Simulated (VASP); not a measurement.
The system is GaP.

```xyz
2
Lattice="0.0000 2.7254 2.7254 2.7254 0.0000 2.7254 2.7254 2.7254 0.0000" Properties=species:S:1:pos:R:3 pbc="T T T"
Ga    0.0000    0.0000    0.0000
P     1.3627    1.3627    1.3627
```

Base run:

```yaml
Program: VASP 6.6.1
Functional: r2SCAN
Potentials_or_basis: VASP PAW PBE potentials, release 64 (Ga_d, P)
Cutoff: 520 eV
k_mesh: 8 × 8 × 8
Occupations: gaussian, width 0.01 eV
Spin: no spin polarisation
```

Its results: band gap on the k mesh 1.90 eV (least direct gap 2.34 eV); pressure 0.0 GPa.

Problem. The run is repeated on the same cell with these changes: functional from r2SCAN to PBE; occupations from gaussian, width 0.01 eV to fermi-dirac, width 0.02 eV. What comes out?

Solution. Band gap on the k mesh 1.64 eV (least direct gap 1.82 eV); pressure 2.4 GPa.

Caveats: the PAW data sets were made with another functional, which shifts forces and pressure a little (at least some runs).

A k mesh can miss the band edges.
